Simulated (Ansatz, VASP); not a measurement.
AlN in VASP and in Ansatz

INCAR

```
PREC = Accurate ; ENCUT = 520
EDIFF = 1E-7 ; ISMEAR = 0
SIGMA = 0.02 ; LREAL = False
LASPH = True ; NELM = 100
ALGO = Normal ; ISIF = 2
LWAVE = False ; LCHARG = False
GGA = PE ; IBRION = 2
NSW = 60 ; EDIFFG = -0.008
```

File KPOINTS:

```
regular mesh
0
Gamma
  12 12 6
```

Contents of POSCAR:

```
AlN
1.0
    2.9893490409      0.0000000000      0.0000000000
   -1.4946745204      2.5888522102      0.0000000000
    0.0000000000      0.0000000000      4.7922313731
Al N
2 2
Direct
    0.6666666667      0.3333333333      0.4989852239
    0.3333333333      0.6666666667      0.9989852239
    0.6666666667      0.3333333333      0.8810147761
    0.3333333333      0.6666666667      0.3810147761
```

Input for Ansatz:

```yaml
crystal:
  lattice:
    - [2.9893490409, 0.0, 0.0]
    - [-1.4946745204, 2.5888522102, 0.0]
    - [0.0, 0.0, 4.7922313731]
  atoms:
    - { symbol: Al, position: [0.6666666667, 0.3333333333, 0.4989852239] }
    - { symbol: Al, position: [0.3333333333, 0.6666666667, 0.9989852239] }
    - { symbol: "N", position: [0.6666666667, 0.3333333333, 0.8810147761] }
    - { symbol: "N", position: [0.3333333333, 0.6666666667, 0.3810147761] }
basis:
  ecutwfc: 420
kpoints:
  mp_grid: { grid: [12, 12, 6] }
hamiltonian:
  xc: pbe
scf:
  occupations: { method: gaussian, width: 0.02 }
output:
  forces: true
  stress: true
  eigenvalues: true
relax:
  adjacent_minimum: "off"
  f_tol: 0.008
  max_steps: 40
```

Change from the starting cell: equal strain along all axes, cell held, atoms relaxed: -4.5 %.

Alike in both runs: task relaxation of the atoms; functional PBE; k mesh 12 × 12 × 6; occupations gaussian, width 0.02 eV; no spin polarisation.

|  | VASP | Ansatz |
| --- | --- | --- |
| version | VASP 6.6.1 | Ansatz 0.2.0 |
| potentials or method | VASP PAW PBE potentials, release 64 (Al, N), cutoff 520 eV | scalar-relativistic, plane waves, PAW |
| valence electrons in the cell | 16 | 16 |

Ansatz gave:

```
gap on the k mesh at the Fermi level, each at its own relaxed structure (eV) : 5.10
```

**Question.** Estimate VASP's values.

**Answer.** gap on the k mesh at the Fermi level, each at its own relaxed structure (eV): 5.09.

Ansatz's warnings: stress scf threshold loose.
